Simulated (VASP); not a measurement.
# Ga3As: single point with PBE

Crystal: Ga3As.

```
Ga As
1.0
     4.17475    0.00000    0.00000
    -2.08738    3.61544    0.00000
     0.00000    0.00000    7.87141
Ga As
3 1
Direct
  0.66667 0.33333 0.16545
  0.66667 0.33333 0.83455
  0.66667 0.33333 0.50000
  0.33333 0.66667 0.50000
```

The cell was generated, and may not be a known phase.

| Property | Result |
| --- | --- |
| Program | VASP 6.6.1 |
| Task | single point |
| Functional | PBE |
| Potentials or basis | VASP PAW PBE potentials, release 64 (Ga_d, As) |
| Cutoff | 520 eV |
| k mesh | 6 × 6 × 2 |
| Occupations | gaussian, width 0.1 eV |
| Spin | no spin polarisation |

The pressure is 0.1 GPa, the largest force is 0.015 eV/Å and the band gap on the k mesh is zero (bands 22 and 23 overlap by 0.98 eV).

Forces on the atoms (eV/Å):
```
Ga   0.000  0.000  0.015
Ga   0.000  0.000 -0.015
Ga   0.000  0.000  0.000
As   0.000  0.000  0.000
```

Levels at points of the mesh, in eV from the Fermi level:
```tsv
k point	band 19	band 20	band 21	band 22	band 23	band 24	band 25	band 26
(0.00, 0.00, 0.00)	-2.43	-2.05	-2.05	-0.67	1.70	2.42	2.42	3.53
(0.50, 0.00, 0.00)	-4.89	-3.36	-1.94	-1.38	-0.01	1.82	2.10	2.36
(0.00, 0.00, 0.50)	-3.59	-2.04	-2.04	-1.22	1.90	2.82	2.82	2.83
(0.50, 0.00, 0.50)	-3.35	-2.85	-2.63	-1.65	-0.07	0.37	1.44	1.67
```

It took 58 s on 1 thread of Intel(R) Xeon(R) Platinum 8488C (Sapphire Rapids) (shared host), peak memory 0.24 GiB.

Caveat: the k points lie up to 0.40 Å⁻¹ apart, too coarse for converged energies and pressures of a metal.
